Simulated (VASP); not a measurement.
Crystal: Sb.

```
CELL_PARAMETERS angstrom
3.18093 0.00000 0.00000
0.00000 3.18093 0.00000
0.00000 0.00000 3.18093
ATOMIC_POSITIONS crystal
Sb 0.00000 0.00000 0.00000
```

This cell differs from its parent crystal: volume scaled by 1.02.

Program: VASP 6.6.1. Alike in all runs: task single point; potentials or basis VASP PAW PBE potentials, release 64 (Sb); no spin polarisation; cell as given; cutoff (eV) 520; smearing fermi-dirac 0.05 eV.

Question: Order these runs on this cell by their pressure, lowest first.
A. level PBEsol; k mesh 8 × 8 × 8
B. level PBE0; k mesh 4 × 4 × 4; grid for exact exchange (PRECFOCK) Normal
C. level PBE; k mesh 8 × 8 × 8

Answer: B (-7.3 GPa), A (-5.4 GPa), C (-3.2 GPa).

Caveats: some runs use coarse meshes; the PAW data sets were made with another functional, which shifts forces and pressure a little (some runs).
